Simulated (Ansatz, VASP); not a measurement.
## One calculation of GeW, two programs

```
Ge W
1.0
     3.26049    0.00000    0.00000
     0.00000    3.26049    0.00000
     0.00000    0.00000    3.26049
Ge W
1 1
Direct
  0.00000 0.00000 0.00000
  0.50000 0.50000 0.50000
```

Alike in both runs: task single point; functional PBE; k mesh 6 × 6 × 6; occupations gaussian, width 0.1 eV; no spin polarisation.

|  | VASP | Ansatz |
| --- | --- | --- |
| version | VASP 6.6.1 | Ansatz 0.2.0 |
| potentials or method | VASP PAW PBE potentials, release 64 (Ge_d, W_sv), cutoff 520 eV | scalar-relativistic, plane waves, PAW |
| valence electrons in the cell | 28 | 28 |

```csv
,VASP,Ansatz,Ansatz less VASP
gap on the k mesh at the Fermi level (eV),none,none,-
pressure (GPa),-18.4,-18.5,-0.10
```

A gap of «none» marks a metal or a gap that the smearing closes. With one functional, cell and mesh, what is left measures potentials, basis and numerics.

Spin-orbit coupling is off throughout.
